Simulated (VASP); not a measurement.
# Cr (P6_3/mmc) in VASP: further runs, part 2 of 2

VASP 6.6.1.

## (5) Single point, LDA (12.66 Å³/atom)

This run uses another cell than the first one, of 12.66 Å³/atom.

The input, INCAR:

```
PREC = Accurate
ENCUT = 520
EDIFF = 1E-6
ISMEAR = -1
SIGMA = 0.03
LREAL = False
LASPH = True
NELM = 60
ALGO = Normal
ISIF = 2
LWAVE = False
LCHARG = True
LELF = True
LVHAR = True
NBANDS = 19
```

The input, KPOINTS:

```
regular mesh
0
Gamma
  12 12 7
```

The input, POSCAR:

```
Cr
1.0
    2.6203381898      0.0000000000      0.0000000000
   -1.3101690949      2.2692794389      0.0000000000
    0.0000000000      0.0000000000      4.2578081861
Cr
2
Direct
    0.3333333333      0.6666666667      0.2500000000
    0.6666666667      0.3333333333      0.7500000000
```

Potentials or basis: VASP PAW LDA potentials, release 64 (Cr_pv).

Launch:

```
$ cat potpaw_LDA.64/Cr_pv/POTCAR > POTCAR
$ mpirun -np 1 vasp_std > vasp.out
```

OUTCAR:

```text
PREC = Accurate
   ENCUT = 520
   EDIFF = 1E-6
   ISMEAR = -1
   LREAL = False
   LASPH = True
   NELM = 60
   ISIF = 2

 ion  position               nearest neighbor table
   1  0.333  0.667  0.250-   2 2.61   2 2.61   2 2.61   2 2.61   2 2.61   2 2.61
   2  0.667  0.333  0.750-   1 2.61   1 2.61   1 2.61   1 2.61   1 2.61   1 2.61

  LATTYP: Found a hexagonal cell.
 ALAT       =     2.6203381898
 C/A-ratio  =     1.6249078850

  Lattice vectors:

 A1 = (   2.6203381898,   0.0000000000,   0.0000000000)
 A2 = (  -1.3101690949,   2.2692794389,   0.0000000000)
[... 190 lines left out ...]
      4     -32.7363      2.00000
      5     -32.7363      2.00000
      6     -32.7031      2.00000
[... 505 lines left out ...]
      6     -32.8033      2.00000
[... 11 lines left out ...]
     18      15.0582      0.00000
     19      15.0647      0.00000

 [... further k-points ...]
[... 5 lines left out ...]
  --------------------------------------------------------------------------------------
  -------------------------------------------------------------------------------------
  Total       -4.7608558     -4.7608558     -3.3111743     -0.0000000     -0.0000000      0.0000000
  in kB     -301.2757624   -301.2757624   -209.5372320     -0.0000000     -0.0000000      0.0000000
  external PRESSURE =    -270.6962523 kB  Pullay stress =       0.0000000 kB

 VOLUME and BASIS-vectors are now :
 -----------------------------------------------------------------------------
  energy-cutoff  :      520.00
  volume of cell :       25.32
      direct lattice vectors                 reciprocal lattice vectors
     2.620338190  0.000000000  0.000000000     0.381630128  0.220334257  0.000000000
    -1.310169095  2.269279439  0.000000000     0.000000000  0.440668515  0.000000000
     0.000000000  0.000000000  4.257808186     0.000000000  0.000000000  0.234862623

 POSITION                                       TOTAL-FORCE (eV/Angst)
 -----------------------------------------------------------------------------------
     -0.00000      1.51285      1.06445        -0.000000      0.000000      0.000000
      1.31017      0.75643      3.19336         0.000000      0.000000      0.000000
 -----------------------------------------------------------------------------------
    total drift:                                0.000000     -0.000000      0.000000

  FREE ENERGIE OF THE ION-ELECTRON SYSTEM (eV)
  ---------------------------------------------------
  free  energy   TOTEN  =       -20.0399866954 eV

  energy  without entropy=      -20.0244852794  energy(sigma->0) =      -20.03223599
```

OSZICAR:

```text
N       E                     dE             d eps       ncg     rms          rms(c)
DAV:   1     0.239536196256E+03    0.23954E+03   -0.14523E+04  2904   0.156E+03
DAV:   2    -0.154342513331E+02   -0.25497E+03   -0.25020E+03  2939   0.439E+02
DAV:   3    -0.233994082007E+02   -0.79652E+01   -0.78539E+01  3022   0.927E+01
DAV:   4    -0.235138776737E+02   -0.11447E+00   -0.11428E+00  3895   0.999E+00
DAV:   5    -0.235161767144E+02   -0.22990E-02   -0.22839E-02  3234   0.137E+00    0.148E+01
DAV:   6    -0.201438663898E+02    0.33723E+01   -0.21383E+01  2981   0.483E+01    0.249E+00
DAV:   7    -0.200649312525E+02    0.78935E-01   -0.61129E-01  3035   0.859E+00    0.950E-01
DAV:   8    -0.200400627242E+02    0.24869E-01   -0.17127E-02  3984   0.146E+00    0.129E-01
DAV:   9    -0.200399687460E+02    0.93978E-04   -0.14401E-03  3453   0.250E-01    0.520E-02
DAV:  10    -0.200399901877E+02   -0.21442E-04   -0.11882E-04  3113   0.985E-02    0.173E-02
DAV:  11    -0.200399866431E+02    0.35446E-05   -0.28178E-05  3195   0.472E-02    0.161E-03
DAV:  12    -0.200399866954E+02   -0.52305E-07   -0.65782E-07  2003   0.664E-03
   1 F= -.20039987E+02 E0= -.20032236E+02  d E =-.155014E-01
```

Wall time 12 s (1 thread of Intel Xeon 6975P-C (Granite Rapids), shared host); peak memory 0.14 GiB.

Results:

| Property | Result |
| --- | --- |
| Free energy | -20.0400 eV |
| Pressure | -27.1 GPa |
| Band gap on the k mesh | zero (bands 12 and 13 overlap by 1.09 eV) |

Levels at points of the mesh, in eV from the Fermi level:
| k point | band 9 | band 10 | band 11 | band 12 | band 13 | band 14 | band 15 | band 16 |
| --- | --- | --- | --- | --- | --- | --- | --- | --- |
| (0.00, 0.00, 0.00) | -0.39 | -0.37 | -0.37 | 0.07 | 0.07 | 0.60 | 0.60 | 0.81 |
| (0.50, 0.00, 0.00) | -2.95 | -0.90 | -0.54 | -0.40 | 0.10 | 2.26 | 2.39 | 2.47 |

Caveat: the cell stands under tension; the run has no spin polarisation, though such a crystal can be magnetic.

## (6) Single point, LDA (13.36 Å³/atom)

This run uses another cell than the first one, of 13.36 Å³/atom.

The input, INCAR:

```
ALGO = Normal
EDIFF = 1E-6
ENCUT = 520
ISIF = 2
ISMEAR = -1
LASPH = True
LCHARG = False
LREAL = False
LWAVE = False
NBANDS = 19
NELM = 60
PREC = Accurate
SIGMA = 0.03
```

The input, KPOINTS:

```
k-points
0
Gamma
  12 12 7
```

The input, POSCAR:

```
Cr
1.0
    2.6679911117      0.0000000000      0.0000000000
   -1.3339955559      2.3105480799      0.0000000000
    0.0000000000      0.0000000000      4.3352397947
Cr
2
Direct
    0.3333333333      0.6666666667      0.2500000000
    0.6666666667      0.3333333333      0.7500000000
```

Potentials or basis: VASP PAW LDA potentials, release 64 (Cr_pv).

Launch:

```
$ cat potpaw_LDA.64/Cr_pv/POTCAR > POTCAR
$ mpirun -np 1 vasp_std > vasp.out
```

Run time: 11 s. Hardware: 1 thread of Intel Xeon 6975P-C (Granite Rapids), shared host; peak memory 0.14 GiB.

Results (log left out):

- Free energy: -19.7701 eV
- Pressure: -34.2 GPa
- Band gap on the k mesh: zero (bands 12 and 13 overlap by 0.99 eV)

Stress tensor (GPa, compression positive):
```
-37.02   0.00   0.00
  0.00 -37.02   0.00
  0.00   0.00 -28.45
```

Levels at points of the mesh, in eV from the Fermi level:
```csv
k point,band 8,band 9,band 10,band 11,band 12,band 13,band 14,band 15,band 16,band 17
"(0.00, 0.00, 0.00)",-3.49,-0.35,-0.34,-0.34,0.07,0.07,0.56,0.56,0.73,1.91
"(0.50, 0.00, 0.00)",-3.05,-2.73,-0.89,-0.49,-0.38,0.09,2.10,2.21,2.28,3.51
```

Caveat: the cell stands under tension; the run has no spin polarisation, though such a crystal can be magnetic. Spin polarisation is off, so any magnetic state and its effect on volume and gap are missing.

## (7) Summary

| cell | gap on the mesh (eV) | pressure (GPa) |
| --- | --- | --- |
| a = 2.433, b = 2.433, c = 3.953 Å, angles 90.0, 90.0, 120.0°, 2 atoms | none | 31.2 |
| a = 2.519, b = 2.519, c = 4.094 Å, angles 90.0, 90.0, 120.0°, 2 atoms | none | -3.1 |
| a = 2.571, b = 2.571, c = 4.177 Å, angles 90.0, 90.0, 120.0°, 2 atoms | none | -17.1 |
| a = 2.620, b = 2.620, c = 4.258 Å, angles 90.0, 90.0, 120.0°, 2 atoms | none | -27.1 |
| a = 2.668, b = 2.668, c = 4.335 Å, angles 90.0, 90.0, 120.0°, 2 atoms | none | -34.2 |

Alike in all rows: task single point; level LDA; potentials or basis VASP PAW LDA potentials, release 64 (Cr_pv); no spin polarisation; k mesh 12 × 12 × 7; cutoff (eV) 520; smearing fermi-dirac 0.03 eV.

Caveats: the run has no spin polarisation, though such a crystal can be magnetic; the cell stands under tension (at least some runs); the cell stands under pressure (at least some runs).

Total energies depend on the potentials used, so only differences within one code and one set of settings carry meaning.
